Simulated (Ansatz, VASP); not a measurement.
One calculation of BePt, two programs

```
Be Pt
1.0
     0.00000    2.28249    2.28249
     2.28249    0.00000    2.28249
     2.28249    2.28249    0.00000
Be Pt
1 1
Cartesian
  0.0000 0.0000 0.0000
  2.2825 2.2825 2.2825
```

Change from the starting cell: species swapped into the KBr type (Fm-3m, No. 225).

Alike in both runs: task relaxation of cell and atoms; functional PBE; k mesh 6 × 6 × 6; occupations gaussian, width 0.1 eV; no spin polarisation.

|  | VASP | Ansatz |
| --- | --- | --- |
| version | VASP 6.6.1 | Ansatz 0.2.0 |
| potentials or method | VASP PAW PBE potentials, release 64 (Be, Pt), cutoff 600 eV | scalar-relativistic, plane waves, PAW |
| valence electrons in the cell | 12 | 20 |

|  | VASP | Ansatz | Ansatz less VASP |
| --- | --- | --- | --- |
| gap on the k mesh at the Fermi level, each at its own relaxed structure (eV) | none | none | - |
| relaxed volume (Å³/atom) | 12.76 | 12.76 | 0.000 |
| relaxed cell length with the largest relative difference (Å) | 3.304 | 3.304 | 0.0000 |

A gap of «none» marks a metal or a gap that the smearing closes. VASP's potentials hold 12 valence electrons a cell and Ansatz's 20, so a difference there can come from the potentials and not from the codes.

The k mesh is coarse, so the values compare programs but aren't converged. Neither program's run includes spin-orbit coupling.
